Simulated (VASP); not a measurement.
Write the native input for VASP 6.6.1 that does the following.

| Item | Value |
| --- | --- |
| Task | single point |
| Functional | PBE |
| Potentials or basis | VASP PAW PBE potentials, release 64 (Ga_d, Co) |
| Cutoff | 520 eV |
| k mesh | 6 × 9 × 6 |
| Occupations | fermi-dirac, width 0.05 eV |
| Spin | collinear spin |
| Starting moments | [0.0, 0.0, 3.0, 0.0] μB |
| Dipole correction | no |
| Further INCAR settings | ALGO = Normal; EDIFF = 1e-06; NBANDS = 34 |

The structure of GaCo lies in POSCAR:

```
GaCo
1.0
   -2.8831000000      0.0000000000     -2.8831000000
    0.0000000000     -2.8831000000      0.0000000000
   -2.8831000000      0.0000000000      2.8831000000
Ga Co
2 2
Direct
    0.0000000000      0.5000000000      0.5000000000
    0.5000000000      0.5000000000      0.0000000000
    0.0000000000      0.0000000000      0.0000000000
    0.5000000000      0.0000000000      0.5000000000
```

One way to write it, as run:

INCAR

```
ALGO     = Normal         # electronic algorithm
EDIFF    = 1E-6           # SCF threshold, eV
ENCUT    = 520            # plane-wave cutoff, eV
GGA      = PE             # functional
ISIF     = 2              # what is computed and relaxed
ISMEAR   = -1             # smearing method
ISPIN    = 2              # spin polarisation
LASPH    = T              # aspherical terms in the spheres
LCHARG   = F              # write CHGCAR
LMAXMIX  = 4              # l up to which the mixer works
LORBIT   = 11             # projections on sites
LREAL    = F              # projectors in reciprocal space
LWAVE    = F              # write WAVECAR
MAGMOM   = 0 0 3 0        # initial moments
NBANDS   = 34             # bands
NELM     = 150            # most SCF steps
PREC     = Accurate       # precision mode
SIGMA    = 0.05           # smearing width, eV
```

KPOINTS

```
k-points
0
Gamma
  6 9 6
```

Potentials or basis: VASP PAW PBE potentials, release 64 (Ga_d, Co).

Launch:

```bash
$ cat potpaw_PBE.64/Ga_d/POTCAR potpaw_PBE.64/Co/POTCAR > POTCAR
$ mpirun -np 1 vasp_std > vasp.out
```

Results of the run:

* Pressure: 0.1 GPa
* Band gap on the k mesh: zero (filled and empty bands overlap)
* Net moment: 0.00 μB per cell
* Site moments: Ga +0.00; Co +0.24, -0.24 μB
* Valence electrons inside the program's atomic spheres: Ga 11.78; Co 8.34

It took 6.2 min on 1 thread of AMD EPYC 7R43 64-Core Processor (Zen 3), with other jobs on the host, peak memory 0.21 GiB.
